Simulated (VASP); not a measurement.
# Sr2Y (Fd-3m) in VASP: further runs

Sr2Y is run at these levels: r2SCAN; tasks: single point, relaxation of cell and atoms.

All numbers are computed with VASP 6.6.1; they aren't measurements. Logs are shortened: lines on timing, memory, paths and dates and some standing lists are left out, and cuts for length are marked.

### 1 The cell of the first run

The structure is cubic, space group Fd-3m (No. 227). The conventional cell has a = 10.371 Å, b = 10.371 Å, c = 10.371 Å, α = 90.00°, β = 90.00°, γ = 90.00°. Sr (site symmetry -3m) has 6 Sr at 3.67 Å and 6 Y at 4.30 Å within 4.8 Å. Y (site symmetry -43m) has 12 Sr at 4.30 Å and 4 Y at 4.49 Å within 5.6 Å.

### 2 Single point, r2SCAN

Input file POSCAR:

```
Sr2Y
1.0
    0.0000000000      5.1856685421      5.1856685421
    5.1856685421      0.0000000000      5.1856685421
    5.1856685421      5.1856685421      0.0000000000
Sr Y
4 2
Direct
    0.1250000000      0.1250000000      0.1250000000
    0.6250000000      0.1250000000      0.1250000000
    0.1250000000      0.1250000000      0.6250000000
    0.1250000000      0.6250000000      0.1250000000
    0.5000000000      0.5000000000      0.5000000000
    0.7500000000      0.7500000000      0.7500000000
```

Input file INCAR.step1:

```
ALGO = Normal
EDIFF = 1E-4
ENCUT = 520
GGA = PE
ISMEAR = 0
LASPH = T
LCHARG = F
LREAL = F
LWAVE = T
NBANDS = 40
NELM = 80
PREC = Accurate
SIGMA = 0.1
```

Input file INCAR.step2:

```
ALGO = Normal
EDIFF = 1E-6
ENCUT = 520
ISIF = 2
ISMEAR = 0
ISTART = 1
LASPH = T
LCHARG = F
LMIXTAU = T
LREAL = F
LWAVE = F
METAGGA = R2SCAN
NBANDS = 40
NELM = 80
PREC = Accurate
SIGMA = 0.1
```

Input file KPOINTS:

```
k-points
0
Gamma
  6 6 6
```

Potentials or basis: VASP PAW PBE potentials, release 64 (Sr_sv, Y_sv).

On the command line:

```
$ cat potpaw_PBE.64/Sr_sv/POTCAR potpaw_PBE.64/Y_sv/POTCAR > POTCAR
$ cp INCAR.step1 INCAR
$ mpirun -np 1 vasp_std > vasp.out
$ cp INCAR.step2 INCAR
$ mpirun -np 1 vasp_std > vasp.out
```

OUTCAR:

```text
EDIFF = 1E-6
   ENCUT = 520
   ISIF = 2
   ISMEAR = 0
   ISTART = 1
   LASPH = T
   LREAL = F
   METAGGA = R2SCAN
   NELM = 80
   PREC = Accurate

 ion  position               nearest neighbor table
   1  0.125  0.125  0.125-   2 3.67   3 3.67   4 3.67   3 3.67   4 3.67   2 3.67   6 4.30   5 4.30
                             6 4.30   5 4.30   6 4.30   5 4.30
   2  0.625  0.125  0.125-   1 3.67   3 3.67   4 3.67   1 3.67   3 3.67   4 3.67   5 4.30   6 4.30
                             5 4.30   5 4.30   6 4.30   6 4.30
   3  0.125  0.125  0.625-   1 3.67   1 3.67   2 3.67   4 3.67   4 3.67   2 3.67   6 4.30   5 4.30
                             6 4.30   5 4.30   6 4.30   5 4.30
   4  0.125  0.625  0.125-   1 3.67   3 3.67   1 3.67   2 3.67   3 3.67   2 3.67   5 4.30   6 4.30
                             5 4.30   6 4.30   6 4.30   5 4.30
   5  0.500  0.500  0.500-   1 4.30   3 4.30   4 4.30   1 4.30   2 4.30   3 4.30   1 4.30   2 4.30
                             4 4.30   2 4.30   3 4.30   4 4.30
   6  0.750  0.750  0.750-   2 4.30   3 4.30   4 4.30   1 4.30   2 4.30   4 4.30   1 4.30   2 4.30
                             3 4.30   1 4.30   3 4.30   4 4.30

  LATTYP: Found a face centered cubic cell.
 ALAT       =    10.3713370842

  Lattice vectors:

 A1 = (   0.0000000000,   5.1856685421,   5.1856685421)
 A2 = (   5.1856685421,   0.0000000000,   5.1856685421)
 A3 = (   5.1856685421,   5.1856685421,   0.0000000000)

Analysis of symmetry for initial positions (statically):
=====================================================================
 Subroutine PRICEL returns:
 Original cell was already a primitive cell.

 Routine SETGRP: Setting up the symmetry group for a
 face centered cubic supercell.

 Subroutine GETGRP returns: Found 48 space group operations
 (whereof 24 operations were pure point group operations)
 out of a pool of 48 trial point group operations.

The static configuration has the point symmetry T_d .
 The point group associated with its full space group is O_h .

Analysis of symmetry for dynamics (positions and initial velocities):
=====================================================================
 Subroutine PRICEL returns:
 Original cell was already a primitive cell.

 Routine SETGRP: Setting up the symmetry group for a
 face centered cubic supercell.

 Subroutine GETGRP returns: Found 48 space group operations
 (whereof 24 operations were pure point group operations)
 out of a pool of 48 trial point group operations.

The dynamic configuration has the point symmetry T_d .
 The point group associated with its full space group is O_h .

 Subroutine INISYM returns: Found 48 space group operations
 (whereof 24 operations are pure point group operations),
 and found     1 'primitive' translations

----------------------------------------------------------------------------------------

                                     Primitive cell

  volume of cell :     278.8973

  direct lattice vectors                    reciprocal lattice vectors
     0.000000000  5.185668542  5.185668542    -0.096419583  0.096419583  0.096419583
     5.185668542  0.000000000  5.185668542     0.096419583 -0.096419583  0.096419583
     5.185668542  5.185668542  0.000000000     0.096419583  0.096419583 -0.096419583

  length of vectors
     7.333642782  7.333642782  7.333642782     0.167003617  0.167003617  0.167003617

  position of ions in fractional coordinates (direct lattice)
     0.125000000  0.125000000  0.125000000
     0.625000000  0.125000000  0.125000000
     0.125000000  0.125000000  0.625000000
     0.125000000  0.625000000  0.125000000
     0.500000000  0.500000000  0.500000000
     0.750000000  0.750000000  0.750000000

  ion indices of the primitive-cell ions
   primitive index   ion index
                 1           1
                 2           2
                 3           3
                 4           4
                 5           5
                 6           6

----------------------------------------------------------------------------------------

 KPOINTS: k-points

Automatic generation of k-mesh.
 Grid dimensions read from file:
 generate k-points for:    6    6    6

 Generating k-lattice:

  Cartesian coordinates                     Fractional coordinates (reciprocal lattice)
    -0.016069931  0.016069931  0.016069931     0.166666667  0.000000000  0.000000000
     0.016069931 -0.016069931  0.016069931     0.000000000  0.166666667  0.000000000
     0.016069931  0.016069931 -0.016069931     0.000000000  0.000000000  0.166666667

  Length of vectors
     0.027833936  0.027833936  0.027833936

  Shift w.r.t. Gamma in fractional coordinates (k-lattice)
     0.000000000  0.000000000  0.000000000

 Subroutine IBZKPT returns following result:
 ===========================================

 Found     16 irreducible k-points:

 Following reciprocal coordinates:
            Coordinates               Weight
  0.000000  0.000000  0.000000      1.000000
  0.166667  0.000000  0.000000      8.000000
  0.333333  0.000000  0.000000      8.000000
  0.500000  0.000000  0.000000      4.000000
  0.166667  0.166667  0.000000      6.000000
  0.333333  0.166667  0.000000     24.000000
[... 8 lines left out ...]
 -0.333333  0.333333  0.166667     24.000000
 -0.333333  0.500000  0.166667     12.000000
   k-points           NKPTS =     16   k-points in BZ     NKDIM =     16   number of bands    NBANDS=     40
   number of dos      NEDOS =    301   number of ions     NIONS =      6
   total plane-waves  NPLWV = 175616
   dimension x,y,z NGX =    56 NGY =   56 NGZ =   56
   dimension x,y,z NGXF=   112 NGYF=  112 NGZF=  112
   ions per type =               4   2
   NGX,Y,Z   is equivalent  to a cutoff of  12.69, 12.69, 12.69 a.u.
   NGXF,Y,Z  is equivalent  to a cutoff of  25.39, 25.39, 25.39 a.u.
 SYSTEM =  unknown system
   PREC   = accura    normal or accurate (medium, high low for compatibility)
   ISTART =      1    job   : 0-new  1-cont  2-samecut
   ICHARG =      0    charge: 1-file 2-atom 10-const
   ISPIN  =      1    spin polarized calculation?
   LNONCOLLINEAR =      F non collinear calculations
   LSORBIT =      F    spin-orbit coupling
   LASPH  =      T    aspherical Exc in radial PAW
   ENCUT  =  520.0 eV  38.22 Ry    6.18 a.u.  13.64 13.64 13.64*2*pi/ulx,y,z
   NELM   =     80;   NELMIN=  2; NELMDL=  0     # of ELM steps
   EDIFF  = 0.1E-05   stopping-criterion for ELM
   LREAL  =      F    real-space projection
   EDIFFG = 0.1E-04   stopping-criterion for IOM
   NSW    =      0    number of steps for IOM
   IBRION =     -1    ionic relax: 0-MD 1-quasi-New 2-CG
   NFREE  =      0    steps in history (QN), initial steepest desc. (CG)
   ISIF   =      2    stress and relaxation
   ISYM   =      2    0-nonsym 1-usesym 2-fastsym
   POTIM  = 0.5000    time-step for ionic-motion
   TEBEG  =    0.0;   TEEND  =   0.0 temperature during run
   PSTRESS=    0.0 pullay stress
   NELECT =      62.0000    total number of electrons
   NUPDOWN=      -1.0000    fix difference up-down
   EMIN   =  10.00;   EMAX   =-10.00  energy-range for DOS
   EFERMI =   0.00;   METHOD = LEGACY
   ISMEAR =     0;   SIGMA  =   0.10  broadening in eV -4-tet -1-fermi 0-gaus
   EFERMI_NEDOS =   21; number of points for ismear=-14 and -15
   IALGO  =     38    algorithm
   IMIX   =      4    mixing-type and parameters
     AMIX     =   0.40;   BMIX     =  1.00
     AMIX_MAG =   1.60;   BMIX_MAG =  1.00
  volume/ion in A,a.u.               =      46.48       313.68
  Fermi-wavevector in a.u.,A,eV,Ry     =   0.991724  1.874086 13.381543  0.983516
  Thomas-Fermi vector in A             =   2.123485
   LORBIT       =      0    0 simple, 1 ext, 2 COOP (PROOUT), +10 PAW based schemes
   METAGGA = R2SCAN    functional components
   LHFCALC =     F    Hartree Fock is set to
   AEXX    =    0.0000 exact exchange contribution
   IVDW    =     0    specifies the selected vdW correction
   LEPSILON=     F    determine dielectric tensor
   LRPA    =     F    only Hartree local field effects (RPA)
 non-spin polarized calculation
 Gauss-broadening in eV      SIGMA  =   0.10
  energy-cutoff  :      520.00
  volume of cell :      278.90
 maximum number of plane-waves:      7583
 NGX is ok and might be reduce to    56
   NGX = 27   NGY = 27   NGZ = 27

 number of electron      61.9999999 magnetization

 Free energy of the ion-electron system (eV)
  ---------------------------------------------------
  ext. energy  EPLUGINS =         0.00000000
  ---------------------------------------------------
  free energy    TOTEN  =       -98.00142291 eV

  energy without entropy =      -97.93022326  energy(sigma->0) =      -97.96582308

 E-fermi :   2.0045     XC(G=0):  -8.4746

 val. band max:        1.9871161334   @ k =  -0.3333   0.3333   0.1667
 cond. band min:       2.0285773256   @ k =   0.3333   0.3333   0.0000
 fundamental gap:      0.0414611921
 Fermi energy:         2.0045276821

 k-point     1 :       0.0000    0.0000    0.0000
  band No.  band energies     occupation
      1     -43.9298      2.00000
      2     -43.9280      2.00000
      3     -35.5718      2.00000
      4     -35.5010      2.00000
      5     -35.5010      2.00000
      6     -35.5010      2.00000
[... 32 lines left out ...]
     39       3.3820      0.00000
     40       3.3820      0.00000

 k-point     2 :       0.1667    0.0000    0.0000
  band No.  band energies     occupation
      1     -43.9297      2.00000
      2     -43.9281      2.00000
      3     -35.5683      2.00000
      4     -35.5045      2.00000
      5     -35.5010      2.00000
      6     -35.5010      2.00000
[... 32 lines left out ...]
     39       3.3804      0.00000
     40       3.3804      0.00000

 k-point     3 :       0.3333    0.0000    0.0000
  band No.  band energies     occupation
      1     -43.9295      2.00000
      2     -43.9283      2.00000
      3     -35.5599      2.00000
      4     -35.5131      2.00000
      5     -35.5010      2.00000
      6     -35.5010      2.00000
[... 509 lines left out ...]
  band No.  band energies     occupation
      1     -43.9292      2.00000
      2     -43.9287      2.00000
      3     -35.5454      2.00000
      4     -35.5277      2.00000
      5     -35.5010      2.00000
      6     -35.5010      2.00000
[... 32 lines left out ...]
     39       3.4889      0.00000
     40       3.6430      0.00000

 k-point    16 :      -0.3333    0.5000    0.1667
  band No.  band energies     occupation
      1     -43.9289      2.00000
      2     -43.9289      2.00000
      3     -35.5366      2.00000
      4     -35.5366      2.00000
      5     -35.5010      2.00000
      6     -35.5010      2.00000
[... 32 lines left out ...]
     39       3.7125      0.00000
     40       3.7125      0.00000

------------------------ aborting loop because EDIFF is reached ----------------------------------------

  FORCE on cell =-STRESS in cart. coord.  units (eV):
  Direction    XX          YY          ZZ          XY          YZ          ZX
  --------------------------------------------------------------------------------------
  -------------------------------------------------------------------------------------
  Total        0.0246982      0.0246982      0.0246982      0.0000000      0.0000000      0.0000000
  in kB        0.1418833      0.1418833      0.1418833      0.0000000      0.0000000      0.0000000
  external PRESSURE =       0.1418833 kB  Pullay stress =       0.0000000 kB

 VOLUME and BASIS-vectors are now :
 -----------------------------------------------------------------------------
  energy-cutoff  :      520.00
  volume of cell :      278.90
      direct lattice vectors                 reciprocal lattice vectors
     0.000000000  5.185668542  5.185668542    -0.096419583  0.096419583  0.096419583
     5.185668542  0.000000000  5.185668542     0.096419583 -0.096419583  0.096419583
     5.185668542  5.185668542  0.000000000     0.096419583  0.096419583 -0.096419583

 POSITION                                       TOTAL-FORCE (eV/Angst)
 -----------------------------------------------------------------------------------
      1.29642      1.29642      1.29642        -0.000000      0.000000     -0.000000
      1.29642      3.88925      3.88925        -0.000000      0.000000     -0.000000
      3.88925      3.88925      1.29642        -0.000000      0.000000     -0.000000
      3.88925      1.29642      3.88925        -0.000000      0.000000     -0.000000
      5.18567      5.18567      5.18567        -0.000000     -0.000000     -0.000000
      7.77850      7.77850      7.77850         0.000000      0.000000      0.000000
 -----------------------------------------------------------------------------------
    total drift:                                0.000000      0.000000      0.000000

  FREE ENERGIE OF THE ION-ELECTRON SYSTEM (eV)
  ---------------------------------------------------
  free  energy   TOTEN  =       -98.0014229050 eV

  energy  without entropy=      -97.9302232596  energy(sigma->0) =      -97.96582308
```

Wall time 24 min (1 thread of Oxide Virtual Turin-like, shared host); peak memory 0.52 GiB.

What came out:

- Free energy: -98.0014 eV
- Pressure: 0.0 GPa
- Band gap on the k mesh: zero (bands 31 and 32 overlap by 0.49 eV)

Levels at points of the mesh, in eV from the Fermi level:
| k point | band 29 | band 30 | band 31 | band 32 | band 33 | band 34 |
| --- | --- | --- | --- | --- | --- | --- |
| (0.00, 0.00, 0.00) | -0.67 | -0.12 | -0.12 | -0.12 | 0.11 | 0.11 |
| (0.50, 0.00, 0.00) | -0.73 | -0.10 | -0.10 | 0.06 | 0.37 | 0.37 |
| (0.50, 0.50, 0.00) | -0.78 | -0.78 | 0.28 | 0.28 | 0.33 | 0.33 |

Caveat: the PAW data sets were made with another functional, which shifts forces and pressure a little.

### 3 Relaxation of cell and atoms, r2SCAN

This run uses another cell than the first one, of 30.90 Å³/atom.

Input file POSCAR:

```
Sr2Y
1.0
    0.0000000000      4.5255871631      4.5255871631
    4.5255871631      0.0000000000      4.5255871631
    4.5255871631      4.5255871631      0.0000000000
Sr Y
4 2
Direct
    0.6250000000      0.6250000000      0.6250000000
    0.1250000000      0.6250000000      0.6250000000
    0.6250000000      0.6250000000      0.1250000000
    0.6250000000      0.1250000000      0.6250000000
    0.0000000000      0.0000000000      0.0000000000
    0.2500000000      0.2500000000      0.2500000000
```

Input file INCAR.step1:

```
ALGO     = Normal         # electronic algorithm
EDIFF    = 1E-4           # SCF threshold, eV
ENCUT    = 600            # plane-wave cutoff, eV
GGA      = PE             # functional
ISMEAR   = 0              # smearing method
LASPH    = T              # aspherical terms in the spheres
LCHARG   = F              # write CHGCAR
LREAL    = F              # projectors in reciprocal space
LWAVE    = T              # write WAVECAR
NELM     = 100            # most SCF steps
PREC     = Accurate       # precision mode
SIGMA    = 0.1            # smearing width, eV
```

Input file INCAR.step2:

```
ALGO     = Normal         # electronic algorithm
EDIFF    = 1E-7           # SCF threshold, eV
EDIFFG   = -0.04          # ionic threshold
ENCUT    = 600            # plane-wave cutoff, eV
IBRION   = 2              # ionic algorithm
ISIF     = 3              # what is computed and relaxed
ISMEAR   = 0              # smearing method
ISTART   = 1            
LASPH    = T              # aspherical terms in the spheres
LCHARG   = F              # write CHGCAR
LMIXTAU  = T            
LREAL    = F              # projectors in reciprocal space
LWAVE    = F              # write WAVECAR
METAGGA  = R2SCAN         # meta-GGA
NELM     = 100            # most SCF steps
NSW      = 90             # ionic steps
PREC     = Accurate       # precision mode
SIGMA    = 0.1            # smearing width, eV
```

Input file KPOINTS:

```
k-points
0
Gamma
  4 4 4
```

Potentials or basis: VASP PAW PBE potentials, release 64 (Sr_sv, Y_sv).

On the command line:

```
$ cat potpaw_PBE.64/Sr_sv/POTCAR potpaw_PBE.64/Y_sv/POTCAR > POTCAR
$ cp INCAR.step1 INCAR
$ mpirun -np 1 vasp_std > vasp.out
$ cp INCAR.step2 INCAR
$ mpirun -np 1 vasp_std > vasp.out
```

Run time: 69 min. Hardware: 1 thread of Oxide Virtual Turin-like, shared host; peak memory 0.46 GiB.

It converged, with:

| Item | Value |
| --- | --- |
| Free energy | -97.9765 eV |
| Relaxed volume | 46.49 Å³/atom |
| Relaxed cell | a = 7.334 Å, b = 7.334 Å, c = 7.334 Å, α = 60.00°, β = 60.00°, γ = 60.00° |
| Space group after relaxing (to 0.1 Å) | Fd-3m (No. 227) |
| Energy gained by relaxing | 487.0 meV/atom |
| Ionic steps | 4 |
| Pressure after relaxing | 0.0 GPa |
| Band gap on the k mesh | zero (bands 31 and 32 overlap by 0.50 eV) |

The path:
| step | energy change (eV) | largest force (eV/Å) | pressure (GPa) | volume (Å³) |
| --- | --- | --- | --- | --- |
| 1 | 0.0000 | 0.0000 | 13.03 | 185.38 |
| 2 | -2.8576 | 0.0000 | 1.25 | 261.29 |
| 3 | -2.9162 | 0.0000 | -0.33 | 284.06 |
| 4 | -2.9218 | 0.0000 | -0.02 | 278.92 |

Final structure:
```
Sr Y
1.0
     0.00000    5.18580    5.18580
     5.18580    0.00000    5.18580
     5.18580    5.18580    0.00000
Sr Y
4 2
Cartesian
  6.4822 6.4822 6.4822
  6.4822 3.8893 3.8893
  3.8893 3.8893 6.4822
  3.8893 6.4822 3.8893
  0.0000 0.0000 0.0000
  2.5929 2.5929 2.5929
```

Levels at points of the mesh, in eV from the Fermi level:
```tsv
k point	band 28	band 29	band 30	band 31	band 32	band 33	band 34	band 35
(0.00, 0.00, 0.00)	-0.66	-0.66	-0.11	-0.11	-0.11	0.12	0.12	0.12
(0.50, 0.00, 0.00)	-0.72	-0.72	-0.10	-0.10	0.07	0.38	0.38	0.38
(0.50, 0.50, 0.00)	-1.37	-0.77	-0.77	0.30	0.30	0.34	0.34	0.39
```

Caveat: the volume moved by over 15 % at a fixed basis, so the end points are rough; the PAW data sets were made with another functional, which shifts forces and pressure a little.

The gap in the log of VASP goes by the Fermi energy; the results here count the filled bands.